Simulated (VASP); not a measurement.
# P (P4/mmm) in VASP: further runs

Runs on P. Level: PBE. Tasks: single point, relaxation of cell and atoms.

All numbers are computed with VASP 6.6.1; they aren't measurements. Logs are shortened: lines on timing, memory, paths and dates and some standing lists are left out, and cuts for length are marked.

## (1) The cell of the first run

The typed cell holds 2 atoms: a = 2.447 Å, b = 2.447 Å, c = 4.880 Å, α = 90.00°, β = 90.00°, γ = 90.00°.

This isn't the form of P at room conditions, which is orthorhombic.

## (2) Single point, PBE

The input, INCAR:

```
SYSTEM = P
  PREC = Accurate
  ENCUT = 520
  EDIFF = 1E-7
  ISMEAR = 0
  SIGMA = 0.1
  LREAL = .FALSE.
  LASPH = .TRUE.
  NELM = 80
  ALGO = Normal
  ISIF = 2
  LWAVE = .FALSE.
  LCHARG = .FALSE.
  GGA = PE
  NBANDS = 12
```

The input, KPOINTS:

```
Automatic mesh
0
G
  22 22 12
  0 0 0
```

The input, POSCAR:

```
P
1.0
    2.4472816126      0.0000000000      0.0000000000
    0.0000000000      2.4472816126      0.0000000000
    0.0000000000      0.0000000000      4.8798537713
P
2
Direct
    0.0000000000      0.0000000000      0.7499998857
    0.0000000000      0.0000000000      0.2500001143
```

Potentials or basis: VASP PAW PBE potentials, release 64 (P).

The run is started by

```console
> cat potpaw_PBE.64/P/POTCAR > POTCAR
> mpirun -np 1 vasp_std > vasp.out
```

OUTCAR:

```text
SYSTEM = P
   PREC = Accurate
   ENCUT = 520
   EDIFF = 1E-7
   ISMEAR = 0
   LREAL = .FALSE.
   LASPH = .TRUE.
   NELM = 80
   ISIF = 2
   GGA = PE

 ion  position               nearest neighbor table
   1  0.000  0.000  0.750-   2 2.44   2 2.44
   2  0.000  0.000  0.250-   1 2.44   1 2.44

  LATTYP: Found a simple tetragonal cell.
 ALAT       =     2.4472816126
 C/A-ratio  =     1.9939894723

  Lattice vectors:

 A1 = (   2.4472816126,   0.0000000000,   0.0000000000)
 A2 = (   0.0000000000,   2.4472816126,   0.0000000000)
 A3 = (   0.0000000000,   0.0000000000,   4.8798537713)

Analysis of symmetry for initial positions (statically):
=====================================================================
 Subroutine PRICEL returns following result:

  LATTYP: Found a simple tetragonal cell.
 ALAT       =     2.4472816126
 C/A-ratio  =     0.9969942803

  Lattice vectors:

 A1 = (   2.4472816126,   0.0000000000,   0.0000000000)
 A2 = (   0.0000000000,   2.4472816126,   0.0000000000)
 A3 = (   0.0000000000,   0.0000000000,   2.4399257701)

   2 primitive cells build up your supercell.

 Routine SETGRP: Setting up the symmetry group for a
 simple tetragonal supercell.

 Subroutine GETGRP returns: Found 16 space group operations
 (whereof 16 operations were pure point group operations)
 out of a pool of 16 trial point group operations.

The static configuration has the point symmetry D_4h.

Analysis of symmetry for dynamics (positions and initial velocities):
=====================================================================
 Subroutine PRICEL returns following result:

  LATTYP: Found a simple tetragonal cell.
 ALAT       =     2.4472816126
 C/A-ratio  =     0.9969942803

  Lattice vectors:

 A1 = (   2.4472816126,   0.0000000000,   0.0000000000)
 A2 = (   0.0000000000,   2.4472816126,   0.0000000000)
 A3 = (   0.0000000000,   0.0000000000,   2.4399257701)

   2 primitive cells build up your supercell.

 Routine SETGRP: Setting up the symmetry group for a
 simple tetragonal supercell.

 Subroutine GETGRP returns: Found 16 space group operations
 (whereof 16 operations were pure point group operations)
 out of a pool of 16 trial point group operations.

The dynamic configuration has the point symmetry D_4h.

 Subroutine INISYM returns: Found 16 space group operations
 (whereof 16 operations are pure point group operations),
 and found     2 'primitive' translations

----------------------------------------------------------------------------------------

                                     Primitive cell

  volume of cell :      14.6132

  direct lattice vectors                    reciprocal lattice vectors
     2.447281613  0.000000000  0.000000000     0.408616644  0.000000000  0.000000000
     0.000000000  2.447281613  0.000000000     0.000000000  0.408616644  0.000000000
     0.000000000  0.000000000  2.439925770     0.000000000  0.000000000  0.409848534

  length of vectors
     2.447281613  2.447281613  2.439925770     0.408616644  0.408616644  0.409848534

  position of ions in fractional coordinates (direct lattice)
     0.000000000  0.000000000  0.500000457

  ion indices of the primitive-cell ions
   primitive index   ion index
                 1           1

----------------------------------------------------------------------------------------

 KPOINTS: Automatic mesh

Automatic generation of k-mesh.
 Grid dimensions read from file:
 generate k-points for:   22   22   12

 Generating k-lattice:

  Cartesian coordinates                     Fractional coordinates (reciprocal lattice)
     0.018573484  0.000000000  0.000000000     0.045454545  0.000000000  0.000000000
     0.000000000  0.018573484  0.000000000     0.000000000  0.045454545  0.000000000
     0.000000000  0.000000000  0.017077014     0.000000000  0.000000000  0.083333333

  Length of vectors
     0.018573484  0.018573484  0.017077014

  Shift w.r.t. Gamma in fractional coordinates (k-lattice)
     0.000000000  0.000000000  0.000000000

 Subroutine IBZKPT returns following result:
 ===========================================

 Found    546 irreducible k-points:

 Following reciprocal coordinates:
            Coordinates               Weight
  0.000000  0.000000  0.000000      1.000000
  0.045455  0.000000  0.000000      4.000000
  0.090909  0.000000  0.000000      4.000000
  0.136364  0.000000  0.000000      4.000000
  0.181818  0.000000  0.000000      4.000000
  0.227273  0.000000  0.000000      4.000000
[... 16 lines left out ...]
  0.500000  0.045455  0.000000      4.000000
  0.090909  0.090909  0.000000      4.000000
 [... further k-points ...]
   k-points           NKPTS =    546   k-points in BZ     NKDIM =    546   number of bands    NBANDS=     12
   number of dos      NEDOS =    301   number of ions     NIONS =      2
   total plane-waves  NPLWV =  11664
   dimension x,y,z NGX =    18 NGY =   18 NGZ =   36
   dimension x,y,z NGXF=    36 NGYF=   36 NGZF=   72
   ions per type =               2
   NGX,Y,Z   is equivalent  to a cutoff of  12.23, 12.23, 12.26 a.u.
   NGXF,Y,Z  is equivalent  to a cutoff of  24.46, 24.46, 24.53 a.u.
 SYSTEM =  P
   PREC   = accura    normal or accurate (medium, high low for compatibility)
   ISTART =      0    job   : 0-new  1-cont  2-samecut
   ICHARG =      2    charge: 1-file 2-atom 10-const
   ISPIN  =      1    spin polarized calculation?
   LNONCOLLINEAR =      F non collinear calculations
   LSORBIT =      F    spin-orbit coupling
   LASPH  =      T    aspherical Exc in radial PAW
   ENCUT  =  520.0 eV  38.22 Ry    6.18 a.u.   4.55  4.55  9.07*2*pi/ulx,y,z
   NELM   =     80;   NELMIN=  2; NELMDL= -5     # of ELM steps
   EDIFF  = 0.1E-06   stopping-criterion for ELM
   LREAL  =      F    real-space projection
   EDIFFG = 0.1E-05   stopping-criterion for IOM
   NSW    =      0    number of steps for IOM
   IBRION =     -1    ionic relax: 0-MD 1-quasi-New 2-CG
   NFREE  =      0    steps in history (QN), initial steepest desc. (CG)
   ISIF   =      2    stress and relaxation
   ISYM   =      2    0-nonsym 1-usesym 2-fastsym
   POTIM  = 0.5000    time-step for ionic-motion
   TEBEG  =    0.0;   TEEND  =   0.0 temperature during run
   PSTRESS=    0.0 pullay stress
   NELECT =      10.0000    total number of electrons
   NUPDOWN=      -1.0000    fix difference up-down
   EMIN   =  10.00;   EMAX   =-10.00  energy-range for DOS
   EFERMI =   0.00;   METHOD = LEGACY
   ISMEAR =     0;   SIGMA  =   0.10  broadening in eV -4-tet -1-fermi 0-gaus
   EFERMI_NEDOS =   21; number of points for ismear=-14 and -15
   IALGO  =     38    algorithm
   IMIX   =      4    mixing-type and parameters
     AMIX     =   0.40;   BMIX     =  1.00
     AMIX_MAG =   1.60;   BMIX_MAG =  1.00
  volume/ion in A,a.u.               =      14.61        98.61
  Fermi-wavevector in a.u.,A,eV,Ry     =   1.145029  2.163792 17.838491  1.311092
  Thomas-Fermi vector in A             =   2.281719
   LORBIT       =      0    0 simple, 1 ext, 2 COOP (PROOUT), +10 PAW based schemes
   GGA     = PE    functional components
   LHFCALC =     F    Hartree Fock is set to
   AEXX    =    0.0000 exact exchange contribution
   IVDW    =     0    specifies the selected vdW correction
   LEPSILON=     F    determine dielectric tensor
   LRPA    =     F    only Hartree local field effects (RPA)
 non-spin polarized calculation
 Gauss-broadening in eV      SIGMA  =   0.10
  energy-cutoff  :      520.00
  volume of cell :       29.23
 maximum number of plane-waves:       826
   NGX =  9   NGY =  9   NGZ = 19

 number of electron      10.0000000 magnetization

 number of electron       9.9999997 magnetization

 Free energy of the ion-electron system (eV)
  ---------------------------------------------------
  ext. energy  EPLUGINS =         0.00000000
  ---------------------------------------------------
  free energy    TOTEN  =       -10.54734653 eV

  energy without entropy =      -10.54398892  energy(sigma->0) =      -10.54566773

 E-fermi :   9.5790     XC(G=0): -11.2629

 val. band max:        9.5749508643   @ k =   0.4545   0.2727   0.3333
 cond. band min:       9.5863019436   @ k =   0.4091   0.0000   0.5000
 fundamental gap:      0.0113510793
 Fermi energy:         9.5789597704

 k-point     1 :       0.0000    0.0000    0.0000
  band No.  band energies     occupation
      1      -6.8719      2.00000
      2      -2.5301      2.00000
      3       0.9543      2.00000
      4      14.5488      0.00000
      5      14.5488      0.00000
      6      14.6738      0.00000
      7      16.3846      0.00000
      8      16.4182      0.00000
      9      17.3817      0.00000
     10      17.3817      0.00000
     11      18.9662      0.00000
     12      23.8328      0.00000

 k-point     2 :       0.0455    0.0000    0.0000
  band No.  band energies     occupation
      1      -6.8250      2.00000
      2      -2.4830      2.00000
      3       0.9968      2.00000
      4      13.5446      0.00000
      5      14.5857      0.00000
      6      14.7107      0.00000
      7      16.4469      0.00000
      8      16.5163      0.00000
      9      17.3441      0.00000
     10      17.4162      0.00000
     11      19.7349      0.00000
     12      22.9516      0.00000

 k-point     3 :       0.0909    0.0000    0.0000
  band No.  band energies     occupation
      1      -6.6845      2.00000
      2      -2.3416      2.00000
      3       1.1237      2.00000
      4      11.9672      0.00000
      5      14.6959      0.00000
      6      14.8208      0.00000
      7      15.1179      0.00000
      8      16.5582      0.00000
      9      17.5194      0.00000
     10      18.7359      0.00000
     11      20.8427      0.00000
     12      21.3119      0.00000

 k-point     4 :       0.1364    0.0000    0.0000
  band No.  band energies     occupation
      1      -6.4514      2.00000
      2      -2.1068      2.00000
      3       1.3332      2.00000
      4      10.3496      0.00000
      5      13.6502      0.00000
      6      14.8774      0.00000
      7      15.0021      0.00000
      8      16.7401      0.00000
      9      17.6891      0.00000
     10      19.6013      0.00000
     11      19.9851      0.00000
     12      21.8386      0.00000

 k-point     5 :       0.1818    0.0000    0.0000
  band No.  band energies     occupation
      1      -6.1273      2.00000
      2      -1.7795      2.00000
      3       1.6221      2.00000
      4       8.7648      2.00000
      5      12.1859      0.00000
      6      15.1266      0.00000
      7      15.2511      0.00000
      8      16.9869      0.00000
      9      17.9220      0.00000
     10      17.9379      0.00000
     11      21.0151      0.00000
     12      22.6960      0.00000
[... 228 lines left out ...]
      1      -3.3390      2.00000
      2       1.1445      2.00000
      3       2.1549      2.00000
      4       3.8771      2.00000
      5       5.7605      2.00000
      6      11.5186      0.00000
      7      16.1010      0.00000
      8      17.1277      0.00000
      9      19.2073      0.00000
     10      19.4090      0.00000
     11      23.5655      0.00000
     12      24.7641      0.00000

 k-point    22 :       0.4545    0.0455    0.0000
  band No.  band energies     occupation
      1      -2.7856      2.00000
      2       1.3362      2.00000
      3       1.8188      2.00000
      4       4.2226      2.00000
      5       4.8407      2.00000
      6      10.8860      0.00000
      7      16.3729      0.00000
      8      17.3957      0.00000
      9      19.4681      0.00000
     10      19.6345      0.00000
     11      23.1333      0.00000
     12      24.2438      0.00000

 k-point    23 :       0.5000    0.0455    0.0000
  band No.  band energies     occupation
      1      -2.5425      2.00000
      2       1.0044      2.00000
      3       2.1644      2.00000
      4       4.3546      2.00000
      5       4.4131      2.00000
      6      10.6582      0.00000
      7      16.4742      0.00000
      8      17.4957      0.00000
      9      19.5655      0.00000
     10      19.7172      0.00000
     11      22.9639      0.00000
     12      24.0595      0.00000

 k-point    24 :       0.0909    0.0909    0.0000
  band No.  band energies     occupation
      1      -6.4972      2.00000
      2      -2.1533      2.00000
      3       1.2928      2.00000
      4      11.7152      0.00000
      5      12.6348      0.00000
      6      14.5754      0.00000
      7      14.9674      0.00000
      8      16.4044      0.00000
      9      17.9082      0.00000
     10      19.8842      0.00000
     11      21.1610      0.00000
     12      21.8623      0.00000

 [... further k-points ...]
[... 5 lines left out ...]
  --------------------------------------------------------------------------------------
  -------------------------------------------------------------------------------------
  Total       -0.0499656     -0.0499656     -0.0510892      0.0000000      0.0000000     -0.0000000
  in kB       -2.7390968     -2.7390968     -2.8006872      0.0000000      0.0000000     -0.0000000
  external PRESSURE =      -2.7596269 kB  Pullay stress =       0.0000000 kB

 VOLUME and BASIS-vectors are now :
 -----------------------------------------------------------------------------
  energy-cutoff  :      520.00
  volume of cell :       29.23
      direct lattice vectors                 reciprocal lattice vectors
     2.447281613  0.000000000  0.000000000     0.408616644  0.000000000  0.000000000
     0.000000000  2.447281613  0.000000000     0.000000000  0.408616644  0.000000000
     0.000000000  0.000000000  4.879853771     0.000000000  0.000000000  0.204924173

 POSITION                                       TOTAL-FORCE (eV/Angst)
 -----------------------------------------------------------------------------------
      0.00000      0.00000      3.65989         0.000000      0.000000      0.000000
      0.00000      0.00000      1.21996         0.000000      0.000000      0.000000
 -----------------------------------------------------------------------------------
    total drift:                               -0.000000      0.000000     -0.000000

  FREE ENERGIE OF THE ION-ELECTRON SYSTEM (eV)
  ---------------------------------------------------
  free  energy   TOTEN  =       -10.5473465325 eV

  energy  without entropy=      -10.5439889186  energy(sigma->0) =      -10.54566773
```

It took 2.5 min on 1 thread of Intel Xeon 8259CL, shared host; peak memory 0.25 GiB.

What came out:

* Free energy: -10.5473 eV
* Pressure: -0.3 GPa
* Band gap on the k mesh: zero (bands 5 and 6 overlap by 10.12 eV)

[end of part 1 of 2]
